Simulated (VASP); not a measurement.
Write the native input for VASP 6.6.1 that does the following.

```
Task                   : single point
Functional             : PBE
Potentials or basis    : VASP PAW PBE potentials, release 64 (Bi_d, O)
Cutoff                 : 520 eV
k mesh                 : 7 × 7 × 7
Occupations            : gaussian, width 0.2 eV
Spin                   : no spin polarisation
Dipole correction      : no
Further INCAR settings : ALGO = Normal; EDIFF = 1e-06; NBANDS = 34
```

The structure of Bi3O lies in POSCAR:

```
Bi3O
1.0
    1.7686574185      1.0211348367      9.0179936459
   -1.7686574185      1.0211348367      9.0179936459
    0.0000000000     -2.0422696733      9.0179936459
Bi O
3 1
Direct
    0.2714667406      0.2714667406      0.2714667406
    0.5000000000      0.5000000000      0.5000000000
    0.7285332594      0.7285332594      0.7285332594
    0.0000000000      0.0000000000      0.0000000000
```

The cell was built from a structure type or drawn by symmetry, and may not be a known phase.

These files were run (other wordings do the same):

INCAR

```
PREC     = Accurate       # precision mode
ENCUT    = 520            # plane-wave cutoff, eV
EDIFF    = 1E-6           # SCF threshold, eV
ISMEAR   = 0              # smearing method
SIGMA    = 0.2            # smearing width, eV
LREAL    = F              # projectors in reciprocal space
LASPH    = T              # aspherical terms in the spheres
NELM     = 60             # most SCF steps
ALGO     = Normal         # electronic algorithm
ISIF     = 2              # what is computed and relaxed
LWAVE    = F              # write WAVECAR
LCHARG   = F              # write CHGCAR
GGA      = PE             # functional
NBANDS   = 34             # bands
```

KPOINTS

```
Automatic mesh
0
Gamma
  7 7 7
```

Potentials or basis: VASP PAW PBE potentials, release 64 (Bi_d, O).

Command:

```bash
$ cat potpaw_PBE.64/Bi_d/POTCAR potpaw_PBE.64/O/POTCAR > POTCAR
$ mpirun -np 1 vasp_std > vasp.out
```

It gave:

```yaml
Pressure: 0.5 GPa
Largest_force: 0.005 eV/Å
Band_gap_on_the_k_mesh: zero (an odd number of electrons rules out a gap without spin polarisation)
```

Caveat: spin-orbit coupling is left out, which moves the levels of the heavy elements; an odd number of electrons without spin polarisation forces a metal; a magnetic or distorted state may lie lower.

Wall time 12 min on 1 thread of Intel(R) Xeon(R) 6975P-C (Granite Rapids), with other jobs on the host, peak memory 0.67 GiB.
